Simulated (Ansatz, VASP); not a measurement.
# MgH2: VASP beside Ansatz

```
Mg H
1.0
     0.00000    2.38107    2.38107
     2.38107    0.00000    2.38107
     2.38107    2.38107    0.00000
Mg H
1 2
Direct
  0.00000 0.00000 0.00000
  0.25000 0.25000 0.25000
  0.75000 0.75000 0.75000
```

Alike in both runs: task relaxation of cell and atoms; functional PBEsol; k mesh 10 × 10 × 10; occupations fermi-dirac, width 0.05 eV; no spin polarisation.

```csv
,VASP,Ansatz
version,VASP 6.6.1,Ansatz 0.2.0
potentials or method,"VASP PAW PBE potentials, release 64 (Mg, H)",Ansatz PAW
plane-wave cutoff (eV),600,420
valence electrons in the cell,4,12
```

```csv
,VASP,Ansatz,Ansatz less VASP
"gap on the k mesh at the Fermi level, each at its own relaxed structure (eV)",none,none,-
relaxed volume (Å³/atom),8.78,8.81,+0.028
relaxed cell length with the largest relative difference (Å),3.339,3.343,+0.0035
```

VASP's potentials were made for PBE, not for PBEsol. A gap of «none» marks a metal or a gap that the smearing closes. VASP's potentials hold 4 valence electrons a cell and Ansatz's 12, so a difference there can come from the potentials and not from the codes.

Noted on Ansatz's run: the plane-wave basis is chosen anew once the cell has moved, so the energies of steps on either side of that aren't comparable.
